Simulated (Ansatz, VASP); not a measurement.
**Two plane-wave programs on ScHO2**

```
Sc H O
1.0
     3.23353    0.00000    0.00000
    -1.61677    2.80032    0.00000
     0.00000    0.00000    9.06213
Sc H O
2 2 4
Direct
  0.00000 0.00000 0.50000
  0.00000 0.00000 0.00000
  0.66667 0.33333 0.75000
  0.33333 0.66667 0.25000
  0.66667 0.33333 0.61559
  0.66667 0.33333 0.88441
  0.33333 0.66667 0.11559
  0.33333 0.66667 0.38441
```

Alike in both runs: task single point; functional PBEsol; k mesh 7 × 7 × 2; no spin polarisation.

|  | VASP | Ansatz |
| --- | --- | --- |
| version | VASP 6.6.1 | Ansatz 0.2.0 |
| potentials or method | VASP PAW PBE potentials, release 64 (Sc_sv, H, O), cutoff 520 eV | plane waves, PAW |
| occupations | gaussian, width 0.01 eV | fixed |
| valence electrons in the cell | 48 | 48 |

|  | VASP | Ansatz | Ansatz less VASP |
| --- | --- | --- | --- |
| gap on the k mesh at the Fermi level (eV) | 3.68 | 3.70 | +0.022 |

VASP's potentials were made for PBE, not for PBEsol.
